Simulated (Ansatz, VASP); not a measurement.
**BaS in VASP and in Ansatz**

```
CELL_PARAMETERS angstrom
0.00000 3.19375 3.19375
3.19375 0.00000 3.19375
3.19375 3.19375 0.00000
ATOMIC_POSITIONS crystal
Ba 0.00000 0.00000 0.00000
S 0.50000 0.50000 0.50000
```

Alike in both runs: task relaxation of cell and atoms; functional PBE-based screened hybrid; k mesh 4 × 4 × 4; occupations fermi-dirac, width 0.05 eV; no spin polarisation.

|  | VASP | Ansatz |
| --- | --- | --- |
| version | VASP 6.6.1 | Ansatz 0.2.0 |
| potentials or method | VASP PAW PBE potentials, release 64 (Ba_sv, S) | Ansatz PAW |
| plane-wave cutoff (eV) | 600 | 420 |
| valence electrons in the cell | 16 | 16 |

```csv
,VASP,Ansatz,Ansatz less VASP
"gap on the k mesh at the Fermi level, each at its own relaxed structure (eV)",2.85,2.92,+0.071
relaxed volume (Å³/atom),33.34,32.94,-0.393
relaxed cell length with the largest relative difference (Å),4.552,4.534,-0.0180
```

VASP's potentials were made for PBE, not for PBE-based screened hybrid.

The k mesh is coarse, so the values compare programs but aren't converged. Neither program's run includes spin-orbit coupling. Noted on Ansatz's run: the plane-wave basis is chosen anew once the cell has moved, so the energies of steps on either side of that aren't comparable.
